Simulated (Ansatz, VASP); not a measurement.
ReOs2 in VASP and in Ansatz

INCAR

```
SYSTEM = ReOs2
PREC = Accurate ; ENCUT = 600
EDIFF = 1E-6 ; ISMEAR = 0
SIGMA = 0.1 ; LREAL = .FALSE.
LASPH = .TRUE. ; NELM = 100
ALGO = Fast ; ISIF = 3
LWAVE = .FALSE. ; LCHARG = .FALSE.
GGA = PE ; IBRION = 2
NSW = 100 ; EDIFFG = -0.01
```

The input KPOINTS:

```
regular mesh
0
G
  12 12 16
  0 0 0
```

File POSCAR:

```
ReOs2
1.0
    4.3272213780      0.0000000000      0.0000000000
   -2.1636106890      3.7474836412      0.0000000000
    0.0000000000      0.0000000000      2.7383521129
Re Os
1 2
Direct
    0.0000000000      0.0000000000      0.0000000000
    0.3333333333      0.6666666667      0.5000000000
    0.6666666667      0.3333333333      0.5000000000
```

Input for Ansatz:

```yaml
crystal:
  lattice:
    - [4.327221378, 0.0, 0.0]
    - [-2.163610689, 3.7474836412, 0.0]
    - [0.0, 0.0, 2.7383521129]
  atoms:
    - { symbol: Re, position: [0.0, 0.0, 0.0] }
    - { symbol: Os, position: [0.3333333333, 0.6666666667, 0.5] }
    - { symbol: Os, position: [0.6666666667, 0.3333333333, 0.5] }
basis:
  ecutwfc: 420
kpoints:
  mp_grid: { grid: [12, 12, 16] }
hamiltonian:
  xc: pbe
scf:
  occupations: { method: gaussian, width: 0.1 }
output:
  forces: true
  stress: true
  eigenvalues: true
relax:
  adjacent_minimum: "off"
  f_tol: 0.01
  max_steps: 80
  cell: { stress_tol: 0.05 }
```

Alike in both runs: task relaxation of cell and atoms; functional PBE; k mesh 12 × 12 × 16; occupations gaussian, width 0.1 eV; no spin polarisation.

```csv
,VASP,Ansatz
version,VASP 6.6.1,Ansatz 0.2.0
potentials or method,"VASP PAW PBE potentials, release 64 (Re, Os), cutoff 600 eV","scalar-relativistic, plane waves, PAW"
valence electrons in the cell,23,47
```

|  | VASP | Ansatz | Ansatz less VASP |
| --- | --- | --- | --- |
| gap on the k mesh at the Fermi level, each at its own relaxed structure (eV) | none | none | - |
| relaxed volume (Å³/atom) | 14.77 | 14.78 | +0.010 |
| relaxed cell length with the largest relative difference (Å) | 4.334 | 4.335 | +0.0017 |

A gap of «none» marks a metal or a gap that the smearing closes. VASP's potentials hold 23 valence electrons a cell and Ansatz's 47, so a difference there can come from the potentials and not from the codes.

Spin-orbit coupling is off throughout.
